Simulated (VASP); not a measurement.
A run of VASP 6.6.1 is set up as follows.

The input INCAR:

```
SYSTEM = NaI
ALGO = Normal ; DIPOL = 0.5 0.5 0.289
EDIFF = 1E-7 ; ENCUT = 520
GGA = PE ; IDIPOL = 3
ISIF = 2 ; ISMEAR = 0
LASPH = .True. ; LCHARG = .True.
LDIPOL = .True. ; LELF = .True.
LREAL = .False. ; LVACPOTAV = .True.
LVHAR = .True. ; LWAVE = .False.
NBANDS = 22 ; NELM = 60
PREC = Accurate ; SIGMA = 0.02
```

The input KPOINTS:

```
k-points
0
Gamma
  6 6 1
  0 0 0
```

Contents of POSCAR:

```
NaI
1.0
    5.1929701501     -0.0000004263      0.0000000000
   -2.5964847058      4.4972442842      0.0000000000
    0.0000000000      0.0000000000     36.3725714800
Na I
2 2
Direct
    0.3333333333      0.6666666667      0.2178575194
    0.6666666667      0.3333333333      0.3595006146
    0.0000000000      0.0000000000      0.2192024819
    0.0000000000      0.0000000000      0.3581556522
```

Potentials or basis: VASP PAW PBE potentials, release 64 (Na_pv, I).

Launch:

```console
$ cat potpaw_PBE.64/Na_pv/POTCAR potpaw_PBE.64/I/POTCAR > POTCAR
$ mpirun -np 1 vasp_std > vasp.out
```

Problem. Estimate the band gap on the k mesh.

Solution. 3.73 eV, indirect (least direct gap 3.90 eV).

Problem. Estimate the largest force.

Solution. 0.020 eV/Å.

Forces in eV/Å, atoms in the order of the input:
```
Na   0.000  0.000  0.008
Na   0.000  0.000 -0.008
I    0.000  0.000 -0.020
I    0.000  0.000  0.020
```

Caveat: spin-orbit coupling is left out, which moves the levels of the heavy elements.
